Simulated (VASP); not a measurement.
A run of VASP 6.6.1 is set up as follows.

File INCAR:

```
SYSTEM = Mg3Sb2
PREC = Accurate ; ENCUT = 600
EDIFF = 1E-6 ; ISMEAR = 0
SIGMA = 0.01 ; LREAL = .FALSE.
LASPH = .TRUE. ; NELM = 120
ALGO = Normal ; ISIF = 2
LWAVE = .FALSE. ; LCHARG = .TRUE.
GGA = PE ; IVDW = 12
LELF = .TRUE. ; LVHAR = .TRUE.
NBANDS = 16 ; GGA_COMPAT = .FALSE.
```

Contents of KPOINTS:

```
regular mesh
0
G
  12 12 6
  0 0 0
```

Contents of POSCAR:

```
Mg3Sb2
1.0
    4.5206576935      0.0000000000      0.0000000000
   -2.2603288467      3.9150044044      0.0000000000
    0.0000000000      0.0000000000      7.1452094507
Mg Sb
3 2
Direct
    0.3333333333      0.6666666667      0.6314514916
    0.6666666667      0.3333333333      0.3685485084
    0.0000000000      0.0000000000      0.0000000000
    0.3333333333      0.6666666667      0.2232588970
    0.6666666667      0.3333333333      0.7767411030
```

Potentials or basis: VASP PAW PBE potentials, release 64 (Mg, Sb).

Run with:

```sh
$ cat potpaw_PBE.64/Mg/POTCAR potpaw_PBE.64/Sb/POTCAR > POTCAR
$ mpirun -np 1 vasp_std > vasp.out
```

Question: What does it give for the pressure?

Answer: 0.0 GPa.

Question: Estimate the largest force.

Answer: 0.018 eV/Å.

Question: What does it give for the band gap on the k mesh?

Answer: 0.12 eV (least direct gap 1.25 eV).

Question: Estimate the dispersion energy per atom.

Answer: -0.362 eV.

Forces in eV/Å, atoms in the order of the input:
```
Mg   0.000  0.000 -0.005
Mg   0.000  0.000  0.005
Mg   0.000  0.000  0.000
Sb   0.000  0.000 -0.018
Sb   0.000  0.000  0.018
```

Caveat: semilocal functionals underestimate gaps, and a narrow one can read as zero; spin-orbit coupling is left out, which moves the levels of the heavy elements. A k mesh can miss the band edges.
